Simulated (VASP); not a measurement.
Input of a VASP 6.6.1 run:

INCAR

```
PREC = Accurate ; ENCUT = 520
EDIFF = 1E-7 ; ISMEAR = 0
SIGMA = 0.1 ; LREAL = False
LASPH = True ; NELM = 100
ALGO = Normal ; ISIF = 2
LWAVE = False ; LCHARG = False
GGA = PE ; IBRION = 2
NSW = 50 ; EDIFFG = -0.01
```

The input KPOINTS:

```
Automatic mesh
0
Gamma
  8 8 8
```

POSCAR

```
SiNi
1.0
    4.3787670528      0.0000000000      0.0000000000
    0.0000000000      4.3787670528      0.0000000000
    0.0000000000      0.0000000000      4.3787670528
Si Ni
4 4
Direct
    0.8468046432      0.8468046432      0.8468046432
    0.6531953568      0.1531953568      0.3468046432
    0.3468046432      0.6531953568      0.1531953568
    0.1531953568      0.3468046432      0.6531953568
    0.1497983019      0.1497983019      0.1497983019
    0.3502016981      0.8502016981      0.6497983019
    0.6497983019      0.3502016981      0.8502016981
    0.8502016981      0.6497983019      0.3502016981
```

Potentials or basis: VASP PAW PBE potentials, release 64 (Si, Ni).

The run is started by

```console
$ cat potpaw_PBE.64/Si/POTCAR potpaw_PBE.64/Ni/POTCAR > POTCAR
$ mpirun -np 1 vasp_std > vasp.out
```

(1) Predict the band gap on the k mesh.

(2) Estimate the energy gained by relaxing.

## Answers

(1) zero (band 28 reaches 14.53 eV, above the bottom of band 29 at 13.20 eV).

(2) 0.0 meV/atom.
